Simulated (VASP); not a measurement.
Write the native input for VASP 6.6.1 that does the following.

```yaml
Task: single point
Functional: PBE
Potentials_or_basis: VASP PAW PBE potentials, release 64 (Cu, H)
Cutoff: 520 eV
k_mesh: 6 × 6 × 6
Occupations: gaussian, width 0.1 eV
Spin: no spin polarisation
Dipole_correction: no
Further_INCAR_settings: ALGO = Normal; EDIFF = 1e-06; NBANDS = 25
```

The structure of Cu3H lies in POSCAR:

```
Cu3H
1.0
    0.0000000000      2.8354107200      2.8354107200
    2.8354107200      0.0000000000      2.8354107200
    2.8354107200      2.8354107200      0.0000000000
Cu H
3 1
Direct
    0.0000000000      0.0000000000      0.0000000000
    0.2500000000      0.2500000000      0.2500000000
    0.7500000000      0.7500000000      0.7500000000
    0.5000000000      0.5000000000      0.5000000000
```

The input as run:

INCAR

```
SYSTEM = Cu3H
ALGO = Normal
EDIFF = 1E-6
ENCUT = 520
GGA = PE
ISIF = 2
ISMEAR = 0
LASPH = .True.
LCHARG = .False.
LREAL = .False.
LWAVE = .False.
NBANDS = 25
NELM = 80
PREC = Accurate
SIGMA = 0.1
```

KPOINTS

```
k-points
0
Gamma
  6 6 6
  0 0 0
```

Potentials or basis: VASP PAW PBE potentials, release 64 (Cu, H).

Launch:

```bash
$ cat potpaw_PBE.64/Cu/POTCAR potpaw_PBE.64/H/POTCAR > POTCAR
$ mpirun -np 1 vasp_std > vasp.out
```

Results of the run:

- Pressure: -4.9 GPa
- Band gap on the k mesh: zero (band 17 reaches 6.84 eV, above the bottom of band 18 at 4.83 eV)

Run time: 11 s on 1 thread of Intel(R) Xeon(R) 6975P-C (Granite Rapids), on a shared host, peak memory 0.16 GiB.
